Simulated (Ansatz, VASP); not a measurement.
**MgCd2Te3 in VASP and in Ansatz**

```
CELL_PARAMETERS angstrom
6.67993 0.00000 0.00000
-3.33996 5.78499 0.00000
0.00000 0.00000 4.97074
ATOMIC_POSITIONS crystal
Mg 0.00000 0.00000 0.00000
Cd 0.33333 0.66667 0.00000
Cd 0.66667 0.33333 0.00000
Te 0.50000 0.00000 0.50000
Te 0.00000 0.50000 0.50000
Te 0.50000 0.50000 0.50000
```

Change from the starting cell: species swapped into the YCo3Ni2 type (P6/mmm, No. 191).

Alike in both runs: functional PBE; k mesh 6 × 6 × 8; occupations gaussian, width 0.1 eV; no spin polarisation.

Ansatz relaxed the structure, and its values are those at the end. VASP's run is a single point on that final structure, the one shown.

|  | VASP | Ansatz |
| --- | --- | --- |
| version | VASP 6.6.1 | Ansatz 0.2.0 |
| potentials or method | VASP PAW PBE potentials, release 64 (Mg, Cd, Te), cutoff 520 eV | scalar-relativistic, plane waves, PAW |
| valence electrons in the cell | 44 | 98 |

|  | VASP | Ansatz | Ansatz less VASP |
| --- | --- | --- | --- |
| gap on the k mesh at the Fermi level (eV) | none | none | - |
| pressure (GPa) | 0.0 | 0.0 | -0.06 |

A gap of «none» marks a metal or a gap that the smearing closes. VASP's potentials hold 44 valence electrons a cell and Ansatz's 98, so a difference there can come from the potentials and not from the codes.

Neither program's run includes spin-orbit coupling.
